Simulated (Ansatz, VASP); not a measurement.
**K: VASP beside Ansatz**

```xyz
1
Lattice="-0.7351 3.0670 3.0670 3.0670 -0.7351 3.0670 3.0670 3.0670 -0.7351" Properties=species:S:1:pos:R:3 pbc="T T T"
K     0.0000    0.0000    0.0000
```

Alike in both runs: task single point; functional PBE; dispersion D3(BJ); k mesh 14 × 14 × 14; occupations gaussian, width 0.15 eV; no spin polarisation.

```csv
,VASP,Ansatz
version,VASP 6.6.1,Ansatz 0.2.0
potentials or method,"VASP PAW PBE potentials, release 64 (K_sv), cutoff 520 eV","scalar-relativistic, plane waves, PAW"
valence electrons in the cell,9,9
```

```csv
,VASP,Ansatz,Ansatz less VASP
gap on the k mesh at the Fermi level (eV),none,none,-
pressure (GPa),-0.3,-0.3,+0.01
"traceless stress, the component that is largest in VASP (GPa)",0.24,0.24,0.000
```

A gap of «none» marks a metal or a gap that the smearing closes.
